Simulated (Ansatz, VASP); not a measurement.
**One calculation of Pt, two programs**

INCAR

```
PREC = Accurate
ENCUT = 520
EDIFF = 1E-6
ISMEAR = 0
SIGMA = 0.15
LREAL = F
LASPH = T
NELM = 100
ALGO = Normal
ISIF = 2
LWAVE = F
LCHARG = F
NBANDS = 11
```

Contents of KPOINTS:

```
Automatic mesh
0
Gamma
  22 22 22
```

File POSCAR:

```
Pt
1.0
    0.0000000000      1.9467566965      1.8301459704
    1.9467566965      0.0000000000      1.8301459704
    1.9467566965      1.9467566965      0.0000000000
Pt
1
Direct
    0.0000000000      0.0000000000      0.0000000000
```

Input for Ansatz:

```yaml
crystal:
  lattice:
    - [0.0, 1.9467566965, 1.8301459704]
    - [1.9467566965, 0.0, 1.8301459704]
    - [1.9467566965, 1.9467566965, 0.0]
  atoms:
    - { symbol: Pt, position: [0.0, 0.0, 0.0] }
basis:
  ecutwfc: 420
kpoints:
  mp_grid: { grid: [22, 22, 22] }
hamiltonian:
  xc: lda
scf:
  occupations: { method: gaussian, width: 0.15 }
output:
  forces: true
  stress: true
  eigenvalues: true
```

Alike in both runs: task single point; functional LDA; k mesh 22 × 22 × 22; occupations gaussian, width 0.15 eV; no spin polarisation.

|  | VASP | Ansatz |
| --- | --- | --- |
| version | VASP 6.6.1 | Ansatz 0.2.0 |
| potentials or method | VASP PAW LDA potentials, release 64 (Pt), cutoff 520 eV | scalar-relativistic, plane waves, PAW |
| valence electrons in the cell | 10 | 18 |

Ansatz gave:

```
gap on the k mesh at the Fermi level (eV)                     : none
pressure (GPa)                                                : 22.9
traceless stress, the component that is largest in VASP (GPa) : 4.44
```

Q: What did VASP give for the same quantities?

A: gap on the k mesh at the Fermi level (eV): none; pressure (GPa): 24.0; traceless stress, the component that is largest in VASP (GPa): 4.46.

LDA's correlation is that of Perdew and Zunger in VASP and of Perdew and Wang (1992) in Ansatz. A gap of «none» marks a metal or a gap that the smearing closes. VASP's potentials hold 10 valence electrons a cell and Ansatz's 18, so a difference there can come from the potentials and not from the codes.

Neither program's run includes spin-orbit coupling.
